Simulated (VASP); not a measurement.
# Cr (Im-3m) in VASP: a series of runs, part 2 of 2

VASP 6.6.1.

## 4. Single point, PBE0, collinear spin, ferromagnetic start

This run uses another cell than the first one, of 11.01 Å³/atom.

POSCAR

```
Cr
1.0
   -1.4015693082      1.4015693082      1.4015693082
    1.4015693082     -1.4015693082      1.4015693082
    1.4015693082      1.4015693082     -1.4015693082
Cr
1
Direct
    0.0000000000      0.0000000000      0.0000000000
```

INCAR.step1

```
ALGO     = Normal         # electronic algorithm
EDIFF    = 1E-5           # SCF threshold, eV
ENCUT    = 400            # plane-wave cutoff, eV
GGA      = PE             # functional
GGA_COMPAT= F            
ISIF     = 2              # what is computed and relaxed
ISMEAR   = -1             # smearing method
ISPIN    = 2              # spin polarisation
LASPH    = T              # aspherical terms in the spheres
LCHARG   = F              # write CHGCAR
LMAXMIX  = 4              # l up to which the mixer works
LORBIT   = 11             # projections on sites
LREAL    = F              # projectors in reciprocal space
LWAVE    = T              # write WAVECAR
MAGMOM   = 3              # initial moments
NBANDS   = 16             # bands
NELM     = 200            # most SCF steps
PREC     = Accurate       # precision mode
SIGMA    = 0.05           # smearing width, eV
```

INCAR.step2

```
AEXX     = 0.25           # exact-exchange fraction
ALGO     = Normal         # electronic algorithm
EDIFF    = 1E-6           # SCF threshold, eV
ENCUT    = 400            # plane-wave cutoff, eV
GGA      = PE             # functional
GGA_COMPAT= F            
ISIF     = 2              # what is computed and relaxed
ISMEAR   = -1             # smearing method
ISPIN    = 2              # spin polarisation
ISTART   = 1            
LASPH    = T              # aspherical terms in the spheres
LCHARG   = F              # write CHGCAR
LHFCALC  = T              # exact exchange
LMAXMIX  = 4              # l up to which the mixer works
LORBIT   = 11             # projections on sites
LREAL    = F              # projectors in reciprocal space
LWAVE    = F              # write WAVECAR
MAGMOM   = 3              # initial moments
NBANDS   = 16             # bands
NELM     = 200            # most SCF steps
PREC     = Accurate       # precision mode
PRECFOCK = Normal       
SIGMA    = 0.05           # smearing width, eV
```

KPOINTS

```
k-points
0
Gamma
  6 6 6
```

Potentials or basis: VASP PAW PBE potentials, release 64 (Cr_pv).

The run is started by

```
$ cat potpaw_PBE.64/Cr_pv/POTCAR > POTCAR
$ cp INCAR.step1 INCAR
$ mpirun -np 1 vasp_std > vasp.out
$ cp INCAR.step2 INCAR
$ mpirun -np 1 vasp_std > vasp.out
```

OUTCAR:

```text
AEXX = 0.25
   EDIFF = 1E-6
   ENCUT = 400
   GGA = PE
   ISIF = 2
   ISMEAR = -1
   ISPIN = 2
   ISTART = 1
   LASPH = T
   LHFCALC = T
   LORBIT = 11
   LREAL = F
   NELM = 200
   PREC = Accurate
   PRECFOCK = Normal

 ion  position               nearest neighbor table
   1  0.000  0.000  0.000-

  LATTYP: Found a body centered cubic cell.
 ALAT       =     2.8031386164

  Lattice vectors:

 A1 = (  -1.4015693082,   1.4015693082,   1.4015693082)
 A2 = (   1.4015693082,  -1.4015693082,   1.4015693082)
 A3 = (   1.4015693082,   1.4015693082,  -1.4015693082)

Analysis of symmetry for initial positions (statically):
=====================================================================
 Subroutine PRICEL returns:
 Original cell was already a primitive cell.

 Routine SETGRP: Setting up the symmetry group for a
 body centered cubic supercell.

 Subroutine GETGRP returns: Found 48 space group operations
 (whereof 48 operations were pure point group operations)
 out of a pool of 48 trial point group operations.

The static configuration has the point symmetry O_h .

Analysis of symmetry for dynamics (positions and initial velocities):
=====================================================================
 Subroutine PRICEL returns:
 Original cell was already a primitive cell.

 Routine SETGRP: Setting up the symmetry group for a
 body centered cubic supercell.

 Subroutine GETGRP returns: Found 48 space group operations
 (whereof 48 operations were pure point group operations)
 out of a pool of 48 trial point group operations.

The dynamic configuration has the point symmetry O_h .

Analysis of structural, dynamic, and magnetic symmetry:
=====================================================================
 Subroutine PRICEL returns:
 Original cell was already a primitive cell.

 Routine SETGRP: Setting up the symmetry group for a
 body centered cubic supercell.

 Subroutine GETGRP returns: Found 48 space group operations
 (whereof 48 operations were pure point group operations)
 out of a pool of 48 trial point group operations.

The overall configuration has the point symmetry O_h .

 Subroutine INISYM returns: Found 48 space group operations
 (whereof 48 operations are pure point group operations),
 and found     1 'primitive' translations

----------------------------------------------------------------------------------------

                                     Primitive cell

  volume of cell :      11.0130

  direct lattice vectors                    reciprocal lattice vectors
    -1.401569308  1.401569308  1.401569308     0.000000000  0.356742972  0.356742972
     1.401569308 -1.401569308  1.401569308     0.356742972  0.000000000  0.356742972
     1.401569308  1.401569308 -1.401569308     0.356742972  0.356742972  0.000000000

  length of vectors
     2.427589252  2.427589252  2.427589252     0.504510749  0.504510749  0.504510749

  position of ions in fractional coordinates (direct lattice)
     0.000000000  0.000000000  0.000000000

  ion indices of the primitive-cell ions
   primitive index   ion index
                 1           1

----------------------------------------------------------------------------------------
[... 59 lines left out ...]
   ENCUT  =  400.0 eV  29.40 Ry    5.42 a.u.   3.96  3.96  3.96*2*pi/ulx,y,z
   NELM   =    200;   NELMIN=  2; NELMDL=  0     # of ELM steps
   EDIFF  = 0.1E-05   stopping-criterion for ELM
   LREAL  =      F    real-space projection
   EDIFFG = 0.1E-04   stopping-criterion for IOM
   NSW    =      0    number of steps for IOM
   IBRION =     -1    ionic relax: 0-MD 1-quasi-New 2-CG
   NFREE  =      0    steps in history (QN), initial steepest desc. (CG)
   ISIF   =      2    stress and relaxation
   ISYM   =      3    0-nonsym 1-usesym 2-fastsym
   POTIM  = 0.5000    time-step for ionic-motion
   TEBEG  =    0.0;   TEEND  =   0.0 temperature during run
   PSTRESS=    0.0 pullay stress
   NELECT =      12.0000    total number of electrons
   NUPDOWN=      -1.0000    fix difference up-down
   EMIN   =  10.00;   EMAX   =-10.00  energy-range for DOS
   EFERMI =   0.00;   METHOD = LEGACY
   ISMEAR =    -1;   SIGMA  =   0.05  broadening in eV -4-tet -1-fermi 0-gaus
   EFERMI_NEDOS =   21; number of points for ismear=-14 and -15
   IALGO  =     38    algorithm
   IMIX   =      1    mixing-type and parameters
     AMIX     =   0.40;   BMIX     =  1.00
     AMIX_MAG =   1.60;   BMIX_MAG =  1.00
  volume/ion in A,a.u.               =      11.01        74.32
  Fermi-wavevector in a.u.,A,eV,Ry     =   1.684615  3.183461 38.612352  2.837928
  Thomas-Fermi vector in A             =   2.767606
   LORBIT       =     11    0 simple, 1 ext, 2 COOP (PROOUT), +10 PAW based schemes
   GGA     = PE    functional components
   LHFCALC =     T    Hartree Fock is set to
   PRECFOCK=normal    Normal, Fast or Accurate (Low or Medium for compatibility)
   ENCUT4O =  -1.0   cutoff for four orbital integrals eV
   NKREDX  =     1    reduce k-point grid by
   NKREDY  =     1    reduce k-point grid by
   NKREDZ  =     1    reduce k-point grid by
   AEXX    =    0.2500 exact exchange contribution
   HFSCREEN=    0.0000 screening length (either q_TF or 0.3 A-1)
   HFSCREENC=   0.0000 screening length for correlation (either q_TF or 0.3 A-1)
   ENCUTFOCK=  -1.0 apply spherical cutoff to Coloumb kernel
   IVDW    =     0    specifies the selected vdW correction
   LEPSILON=     F    determine dielectric tensor
   LRPA    =     F    only Hartree local field effects (RPA)
 spin polarized calculation
  energy-cutoff  :      400.00
  volume of cell :       11.01
 maximum number of plane-waves:       210
  NGX = 12; NGY = 12; NGZ = 12

 number of electron      12.0000025 magnetization      -0.0000017

 number of electron      12.0000025 magnetization       0.0000010

 Free energy of the ion-electron system (eV)
  ---------------------------------------------------
  ext. energy  EPLUGINS =         0.00000000
  ---------------------------------------------------
  free energy    TOTEN  =       -12.98606863 eV

  energy without entropy =      -12.98606365  energy(sigma->0) =      -12.98606614

 E-fermi :  11.7673     XC(G=0): -10.9408

 val. band max:       11.2958350245   @ k =  -0.1667   0.1667   0.1667
 cond. band min:      12.3089324954   @ k =  -0.3333   0.3333   0.1667
 fundamental gap:      1.0130974709
 Fermi energy:        11.7673031059

 spin component 1

 k-point     1 :       0.0000    0.0000    0.0000
  band No.  band energies     occupation
      1     -35.2520      1.00000
      2     -35.2520      1.00000
      3     -35.2520      1.00000
      4       1.7777      1.00000
      5       9.5005      1.00000
      6       9.5005      1.00000
[... 280 lines left out ...]
      2     -36.0289      1.00000
      3     -36.0289      1.00000
      4       5.8789      1.00000
      5       5.8789      1.00000
      6      15.0488      0.00000
[... 8 lines left out ...]
     15      38.1719      0.00000
     16      49.7733      0.00000
 Fermi energy:        11.7673031059

 spin component 2

 k-point     1 :       0.0000    0.0000    0.0000
  band No.  band energies     occupation
      1     -35.2520      1.00000
      2     -35.2520      1.00000
      3     -35.2520      1.00000
      4       1.7777      1.00000
      5       9.5005      1.00000
      6       9.5005      1.00000
[... 281 lines left out ...]
      3     -36.0289      1.00000
      4       5.8789      1.00000
      5       5.8789      1.00000
      6      15.0488      0.00000
[... 8 lines left out ...]
     15      38.1719      0.00000
     16      49.7733      0.00000

------------------------ aborting loop because EDIFF is reached ----------------------------------------

  FORCE on cell =-STRESS in cart. coord.  units (eV):
  Direction    XX          YY          ZZ          XY          YZ          ZX
  --------------------------------------------------------------------------------------
  -------------------------------------------------------------------------------------
  Total       -0.1269529     -0.1269529     -0.1269529      0.0000000      0.0000000      0.0000000
  in kB      -18.4692650    -18.4692650    -18.4692650      0.0000000      0.0000000      0.0000000
  external PRESSURE =     -18.4692650 kB  Pullay stress =       0.0000000 kB

 VOLUME and BASIS-vectors are now :
 -----------------------------------------------------------------------------
  energy-cutoff  :      400.00
  volume of cell :       11.01
      direct lattice vectors                 reciprocal lattice vectors
    -1.401569308  1.401569308  1.401569308     0.000000000  0.356742972  0.356742972
     1.401569308 -1.401569308  1.401569308     0.356742972  0.000000000  0.356742972
     1.401569308  1.401569308 -1.401569308     0.356742972  0.356742972  0.000000000

 POSITION                                       TOTAL-FORCE (eV/Angst)
 -----------------------------------------------------------------------------------
      0.00000      0.00000      0.00000        -0.000000     -0.000000     -0.000000
 -----------------------------------------------------------------------------------
    total drift:                               -0.000000     -0.000000      0.000000

  FREE ENERGIE OF THE ION-ELECTRON SYSTEM (eV)
  ---------------------------------------------------
  free  energy   TOTEN  =       -12.9860686292 eV

  energy  without entropy=      -12.9860636493  energy(sigma->0) =      -12.98606614

 total charge

# of ion       s       p       d       tot
------------------------------------------
    1        0.521   6.469   4.223  11.213

 magnetization (x)

# of ion       s       p       d       tot
------------------------------------------
    1       -0.000  -0.000  -0.000  -0.000
```

Wall time 13 min (1 thread of Oxide Virtual Turin-like, shared host); peak memory 0.09 GiB.

What came out:

| Item | Value |
| --- | --- |
| Free energy | -12.9861 eV |
| Pressure | -1.8 GPa |
| Band gap on the k mesh | zero (filled and empty bands overlap) |
| Net moment | 0.00 μB per cell |
| Valence electrons inside the program's atomic spheres | Cr 11.21 |

Levels at points of the mesh, in eV from the Fermi level:
Spin up:
| k point | band 4 | band 5 | band 6 | band 7 | band 8 | band 9 |
| --- | --- | --- | --- | --- | --- | --- |
| (0.00, 0.00, 0.00) | -9.99 | -2.27 | -2.27 | -2.27 | 2.42 | 2.42 |
| (0.50, 0.00, 0.00) | -6.29 | -4.17 | 1.11 | 2.25 | 2.73 | 3.66 |
| (0.50, 0.50, 0.50) | -5.89 | -5.89 | 3.28 | 3.28 | 3.28 | 9.62 |
Spin down:
| k point | band 3 | band 4 | band 5 | band 6 | band 7 | band 8 | band 9 | band 10 |
| --- | --- | --- | --- | --- | --- | --- | --- | --- |
| (0.00, 0.00, 0.00) | -47.02 | -9.99 | -2.27 | -2.27 | -2.27 | 2.42 | 2.42 | 9.64 |
| (0.50, 0.00, 0.00) | -47.01 | -6.29 | -4.17 | 1.11 | 2.25 | 2.73 | 3.66 | 9.57 |
| (0.50, 0.50, 0.50) | -47.80 | -5.89 | -5.89 | 3.28 | 3.28 | 3.28 | 9.62 | 12.10 |

Caveat: the k points lie up to 0.53 Å⁻¹ apart, too coarse for converged energies and pressures of a metal; the moments typed at the start vanished in this run; the PAW data sets were made with another functional, which shifts forces and pressure a little.

The gap in the log of VASP goes by the Fermi energy; the results here count the filled bands.